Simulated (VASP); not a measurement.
Al, 6 atoms in the cell. Symmetry: P6/mmm, No. 191, hexagonal system. The conventional cell has a = 4.615 Å, b = 4.615 Å, c = 2.790 Å, α = 90.00°, β = 90.00°, γ = 120.00°. Al (site symmetry 6/mmm) has 14 Al at 2.79 to 3.01 Å within 3.7 Å. Within 3.5 Å of Al (site symmetry -6m2) lie 11 Al at 2.66 to 3.01 Å. 

| Property | Result |
| --- | --- |
| Program | VASP 6.6.1 |
| Task | single point |
| Functional | PBE |
| Potentials or basis | VASP PAW PBE potentials, release 64 (Al) |
| Cutoff | 520 eV |
| k mesh | 8 × 6 × 4 |
| Occupations | gaussian, width 0.1 eV |
| Spin | no spin polarisation |
| Dipole correction | no |
| Further INCAR settings | ALGO = Normal; EDIFF = 1e-07; NBANDS = 18 |

Potentials or basis: VASP PAW PBE potentials, release 64 (Al).

Run with:

```bash
$ cat potpaw_PBE.64/Al/POTCAR > POTCAR
$ mpirun -np 1 vasp_std > vasp.out
```

Hardware: 1 thread of Intel(R) Xeon(R) Platinum 8488C (Sapphire Rapids), on a shared host.

Q: Estimate the wall time of this run.

A: It took 66 s on 1 thread of Intel(R) Xeon(R) Platinum 8488C (Sapphire Rapids), with other jobs on the host, peak memory 0.25 GiB. Counts: scf iterations 13, k points 60.
